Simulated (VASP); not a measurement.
Here is a VASP 6.6.1 calculation.

File INCAR:

```
ALGO = Fast
EDIFF = 1E-7
ENCUT = 520
GGA = PE
ISIF = 2
ISMEAR = 0
LASPH = True
LCHARG = False
LREAL = False
LWAVE = False
NBANDS = 12
NELM = 100
PREC = Accurate
SIGMA = 0.15
```

Contents of KPOINTS:

```
k-points
0
Gamma
  20 20 20
```

The input POSCAR:

```
Ti
1.0
   -1.8066566543      1.8066566543      1.5462376771
    1.8066566543     -1.8066566543      1.5462376771
    1.4485805607      1.4485805607     -1.5462376771
Ti
1
Direct
    0.0000000000      0.0000000000      0.0000000000
```

Potentials or basis: VASP PAW PBE potentials, release 64 (Ti_sv).

The run is started by

```sh
$ cat potpaw_PBE.64/Ti_sv/POTCAR > POTCAR
$ mpirun -np 1 vasp_std > vasp.out
```

Task: Predict the band gap on the k mesh.

Result: Zero (band 6 reaches 9.95 eV, above the bottom of band 7 at 8.17 eV).

Task: What does it give for the pressure?

Result: 6.6 GPa.

Stress tensor (GPa, compression positive):
```
5.74 7.64 0.00
7.64 5.74 0.00
0.00 0.00 8.42
```

Caveat: the cell differs from its parent crystal (engineering shear strain xy -0.2200, normal strain along z -0.0500).
